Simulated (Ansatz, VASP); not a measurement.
**Cd in VASP and in Ansatz**

```
Cd
1.0
     2.97887    0.00000    0.00000
    -1.48944    2.57978    0.00000
     0.00000    0.00000    5.61765
Cd
2
Direct
  0.33333 0.66667 0.25000
  0.66667 0.33333 0.75000
```

Alike in both runs: task single point; functional PBEsol; k mesh 16 × 16 × 7; occupations fermi-dirac, width 0.05 eV; no spin polarisation.

```csv
,VASP,Ansatz
version,VASP 6.6.1,Ansatz 0.2.0
potentials or method,"VASP PAW PBE potentials, release 64 (Cd), cutoff 520 eV","all-electron LAPW, scalar-relativistic"
```

|  | VASP | Ansatz | Ansatz less VASP |
| --- | --- | --- | --- |
| pressure (GPa) | -1.2 | -1.6 | -0.34 |
| traceless stress, the component that is largest in VASP (GPa) | -0.16 | 0.00 | +0.154 |

VASP's potentials were made for PBE, not for PBEsol. Ansatz ran all-electron here, and VASP with PAW potentials.
